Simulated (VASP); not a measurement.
Write the native input for VASP 6.6.1 that does the following.

| Quantity | Value |
| --- | --- |
| Task | single point |
| Functional | LDA |
| Potentials or basis | VASP PAW LDA potentials, release 64 (Al, Os) |
| Cutoff | 600 eV |
| k mesh | 8 × 8 × 8 |
| Occupations | gaussian, width 0.1 eV |
| Spin | no spin polarisation |
| Dipole correction | no |
| Further INCAR settings | ALGO = Normal; EDIFF = 1e-06; NBANDS = 12 |

The structure of AlOs lies in POSCAR:

```
AlOs
1.0
    2.9573946891      0.0000000000      0.0000000000
    0.0000000000      2.9573946891      0.0000000000
    0.0000000000      0.0000000000      2.9573946891
Al Os
1 1
Direct
    0.0000000000      0.0000000000      0.0000000000
    0.5000000000      0.5000000000      0.5000000000
```

The input as run:

INCAR

```
ALGO     = Normal         # electronic algorithm
EDIFF    = 1E-6           # SCF threshold, eV
ENCUT    = 600            # plane-wave cutoff, eV
GGA      = CA             # functional
GGA_COMPAT= False        
ISIF     = 2              # what is computed and relaxed
ISMEAR   = 0              # smearing method
LASPH    = True           # aspherical terms in the spheres
LCHARG   = False          # write CHGCAR
LREAL    = False          # projectors in reciprocal space
LWAVE    = False          # write WAVECAR
NBANDS   = 12             # bands
NELM     = 120            # most SCF steps
PREC     = Accurate       # precision mode
SIGMA    = 0.1            # smearing width, eV
```

KPOINTS

```
k-points
0
Gamma
  8 8 8
```

Potentials or basis: VASP PAW LDA potentials, release 64 (Al, Os).

Launch:

```console
$ cat potpaw_LDA.64/Al/POTCAR potpaw_LDA.64/Os/POTCAR > POTCAR
$ mpirun -np 1 vasp_std > vasp.out
```

Results of the run:

```json
{
 "Pressure": "5.8 GPa"
}
```

Wall time 6.6 s on 1 thread of AMD EPYC 7R13 Processor (Zen 3), on a shared host, peak memory 0.11 GiB.
